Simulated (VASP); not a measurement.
Wanted: the native input for a VASP 6.6.1 run.

| Quantity | Value |
| --- | --- |
| Task | single point |
| Functional | PBE |
| Potentials or basis | VASP PAW PBE potentials, release 64 (Br, Ag, I) |
| Cutoff | 520 eV |
| k mesh | 6 × 6 × 4 |
| Occupations | fermi-dirac, width 0.02 eV |
| Spin | no spin polarisation |
| Dipole correction | no |
| Further INCAR settings | ALGO = Normal; EDIFF = 1e-06; NBANDS = 26 |

The structure of Ag2IBr lies in POSCAR:

```
Ag2IBr
1.0
    4.2407944102      0.0000000000      0.0000000000
    0.0000000000      4.2407944102      0.0000000000
    0.0000000000      0.0000000000      5.9056367641
Br Ag I
1 2 1
Direct
    0.0000000000      0.0000000000      0.0000000000
    0.0000000000      0.0000000000      0.5000000000
    0.5000000000      0.5000000000      0.0000000000
    0.5000000000      0.5000000000      0.5000000000
```

One way to write it, as run:

INCAR

```
SYSTEM = Ag2IBr
PREC     = Accurate       ! precision mode
ENCUT    = 520            ! plane-wave cutoff, eV
EDIFF    = 1E-6           ! SCF threshold, eV
ISMEAR   = -1             ! smearing method
SIGMA    = 0.02           ! smearing width, eV
LREAL    = .False.        ! projectors in reciprocal space
LASPH    = .True.         ! aspherical terms in the spheres
NELM     = 80             ! most SCF steps
ALGO     = Normal         ! electronic algorithm
ISIF     = 2              ! what is computed and relaxed
LWAVE    = .False.        ! write WAVECAR
LCHARG   = .False.        ! write CHGCAR
GGA      = PE             ! functional
NBANDS   = 26             ! bands
```

KPOINTS

```
regular mesh
0
Gamma
  6 6 4
  0 0 0
```

Potentials or basis: VASP PAW PBE potentials, release 64 (Br, Ag, I).

Run with:

```bash
$ cat potpaw_PBE.64/Br/POTCAR potpaw_PBE.64/Ag/POTCAR potpaw_PBE.64/I/POTCAR > POTCAR
$ mpirun -np 1 vasp_std > vasp.out
```

It gave:

The pressure is 0.8 GPa and the band gap on the k mesh is 0.53 eV (least direct gap 2.33 eV).

Caveat: semilocal functionals underestimate gaps, and a narrow one can read as zero; spin-orbit coupling is left out, which moves the levels of the heavy elements.

Run time: 46 s on 1 thread of Intel(R) Xeon(R) Platinum 8375C CPU @ 2.90GHz (Ice Lake) (shared host), peak memory 0.26 GiB.
